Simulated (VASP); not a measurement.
Input of a VASP 6.6.1 run:

Contents of INCAR:

```
SYSTEM = Nb
ALGO     = Fast           ! electronic algorithm
EDIFF    = 1E-7           ! SCF threshold, eV
ENCUT    = 520            ! plane-wave cutoff, eV
GGA      = PS             ! functional
ISIF     = 2              ! what is computed and relaxed
ISMEAR   = 0              ! smearing method
LASPH    = .TRUE.         ! aspherical terms in the spheres
LCHARG   = .TRUE.         ! write CHGCAR
LELF     = .TRUE.         ! ELF
LREAL    = .FALSE.        ! projectors in reciprocal space
LVHAR    = .TRUE.       
LWAVE    = .FALSE.        ! write WAVECAR
NBANDS   = 12             ! bands
NELM     = 60             ! most SCF steps
PREC     = Accurate       ! precision mode
SIGMA    = 0.15           ! smearing width, eV
```

File KPOINTS:

```
k-points
0
G
  22 22 22
  0 0 0
```

Contents of POSCAR:

```
Nb
1.0
   -2.2358749875      1.7097867552      1.7097867552
    1.7097867552     -2.2358749875      1.7097867552
    1.7097867552      1.7097867552     -2.2358749875
Nb
1
Direct
    0.0000000000      0.0000000000      0.0000000000
```

Potentials or basis: VASP PAW PBE potentials, release 64 (Nb_sv).

The run is started by

```console
$ cat potpaw_PBE.64/Nb_sv/POTCAR > POTCAR
$ mpirun -np 1 vasp_std > vasp.out
```

(1) Estimate the pressure.

(2) Estimate the band gap on the k mesh.

Results:

(1) 45.6 GPa.

(2) zero (an odd number of electrons rules out a gap without spin polarisation).

Caveat: atoms lie so close that the PAW spheres overlap strongly, which falsifies energies and pressures; the cell stands under pressure; the PAW data sets were made with another functional, which shifts forces and pressure a little.
